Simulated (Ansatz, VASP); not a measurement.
# HfN in VASP and in Ansatz

```
CELL_PARAMETERS angstrom
3.13391 0.00000 0.00000
-1.56695 2.71404 0.00000
0.00000 0.00000 5.41677
ATOMIC_POSITIONS crystal
Hf 0.33333 0.66667 0.25000
Hf 0.66667 0.33333 0.75000
N 0.00000 0.00000 0.50000
N 0.00000 0.00000 0.00000
```

Alike in both runs: task single point; functional r2SCAN; k mesh 10 × 10 × 5; occupations fermi-dirac, width 0.05 eV; no spin polarisation.

|  | VASP | Ansatz |
| --- | --- | --- |
| version | VASP 6.6.1 | Ansatz 0.2.0 |
| potentials or method | VASP PAW PBE potentials, release 64 (Hf_pv, N) | Ansatz PAW |
| plane-wave cutoff (eV) | 520 | 500 |
| valence electrons in the cell | 30 | 62 |

|  | VASP | Ansatz | Ansatz less VASP |
| --- | --- | --- | --- |
| gap on the k mesh at the Fermi level (eV) | none | none | - |
| pressure (GPa) | -0.3 | 2.2 | +2.57 |
| traceless stress, the component that is largest in VASP (GPa) | -0.08 | -0.22 | -0.131 |

VASP's potentials were made for PBE, not for r2SCAN. A gap of «none» marks a metal or a gap that the smearing closes. With one functional, cell and mesh, what is left measures potentials, basis and numerics. VASP's potentials hold 30 valence electrons a cell and Ansatz's 62, so a difference there can come from the potentials and not from the codes.

Neither program's run includes spin-orbit coupling.
